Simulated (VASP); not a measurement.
Set up this calculation in VASP 6.6.1, as the native input.

- Task: relaxation of cell and atoms
- Functional: PBE
- Potentials or basis: VASP PAW PBE potentials, release 64 (Sb)
- Cutoff: 600 eV
- k mesh: 6 × 6 × 4
- Occupations: gaussian, width 0.1 eV
- Spin: no spin polarisation
- Dipole correction: no
- Further INCAR settings: ALGO = Normal; EDIFF = 1e-07; IBRION = 2; EDIFFG = -0.01; NSW = 100; ISIF = 3

The structure of Sb lies in POSCAR:

```
Sb
1.0
    5.7942237650      0.0000000000      0.0000000000
   -2.8971118825      5.0179449757      0.0000000000
    0.0000000000      0.0000000000      9.1373182878
Sb
8
Direct
    0.5000000000      0.0000000000      0.5000000000
    0.0000000000      0.5000000000      0.5000000000
    0.5000000000      0.5000000000      0.5000000000
    0.3333333333      0.6666666667      0.1666733435
    0.3333333333      0.6666666667      0.8333266565
    0.6666666667      0.3333333333      0.8333266565
    0.6666666667      0.3333333333      0.1666733435
    0.0000000000      0.0000000000      0.0000000000
```

One way to write it, as run:

INCAR

```
PREC = Accurate
ENCUT = 600
EDIFF = 1E-7
ISMEAR = 0
SIGMA = 0.1
LREAL = F
LASPH = T
NELM = 60
ALGO = Normal
ISIF = 3
LWAVE = F
LCHARG = F
GGA = PE
IBRION = 2
NSW = 100
EDIFFG = -0.01
```

KPOINTS

```
regular mesh
0
Gamma
  6 6 4
```

Potentials or basis: VASP PAW PBE potentials, release 64 (Sb).

Command:

```sh
$ cat potpaw_PBE.64/Sb/POTCAR > POTCAR
$ mpirun -np 1 vasp_std > vasp.out
```

It gave:

| Property | Result |
| --- | --- |
| Relaxed volume | 33.32 Å³/atom |
| Relaxed cell | a = 5.873 Å, b = 5.873 Å, c = 8.925 Å, α = 90.00°, β = 90.00°, γ = 120.00° |
| Space group after relaxing (to 0.05 Å) | P6/mmm (No. 191) |
| Energy gained by relaxing | 7.3 meV/atom |
| Ionic steps | 9 |
| Pressure after relaxing | 0.0 GPa |
| Band gap on the k mesh | zero (band 20 reaches 6.52 eV, above the bottom of band 21 at 5.23 eV) |

Caveat: spin-orbit coupling is left out, which moves the levels of the heavy elements.

Run time: 18 min on 1 thread of Intel(R) Xeon(R) Platinum 8259CL CPU @ 2.50GHz (Skylake/Cascade Lake), with other jobs on the host, peak memory 0.53 GiB.
